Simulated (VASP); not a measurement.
Wanted: the native input for a VASP 6.6.1 run.

- Task: single point
- Functional: PBE
- Potentials or basis: VASP PAW PBE potentials, release 64 (In_d, S)
- Cutoff: 520 eV
- k mesh: 12 × 12 × 4
- Occupations: gaussian, width 0.02 eV
- Spin: no spin polarisation
- Dipole correction: no
- Further INCAR settings: ALGO = Normal; EDIFF = 1e-07; NBANDS = 23

The structure of In2S lies in POSCAR:

```
In2S
1.0
    3.8107445509      0.0000000000      0.0000000000
   -1.9053722755      3.3002015884      0.0000000000
    0.0000000000      0.0000000000      8.0809208011
In S
2 1
Direct
    0.3333333333      0.6666666667      0.7746291582
    0.3333333333      0.6666666667      0.2253708418
    0.0000000000      0.0000000000      0.0000000000
```

The cell was built from a structure type or drawn by symmetry, and may not be a known phase.

The input as run:

INCAR

```
SYSTEM = In2S
PREC = Accurate
ENCUT = 520
EDIFF = 1E-7
ISMEAR = 0
SIGMA = 0.02
LREAL = .FALSE.
LASPH = .TRUE.
NELM = 60
ALGO = Normal
ISIF = 2
LWAVE = .FALSE.
LCHARG = .TRUE.
GGA = PE
LELF = .TRUE.
LVHAR = .TRUE.
NBANDS = 23
```

KPOINTS

```
Automatic mesh
0
G
  12 12 4
  0 0 0
```

Potentials or basis: VASP PAW PBE potentials, release 64 (In_d, S).

The run is started by

```bash
$ cat potpaw_PBE.64/In_d/POTCAR potpaw_PBE.64/S/POTCAR > POTCAR
$ mpirun -np 1 vasp_std > vasp.out
```

Results of the run:

The pressure is 0.0 GPa. The largest force is 0.011 eV/Å and the band gap on the k mesh is 0.18 eV (least direct gap 0.21 eV).

Caveat: spin-orbit coupling is left out, which moves the levels of the heavy elements.

Wall time 74 s on 1 thread of Intel(R) Xeon(R) Platinum 8559C (Emerald Rapids), with other jobs on the host, peak memory 0.27 GiB.
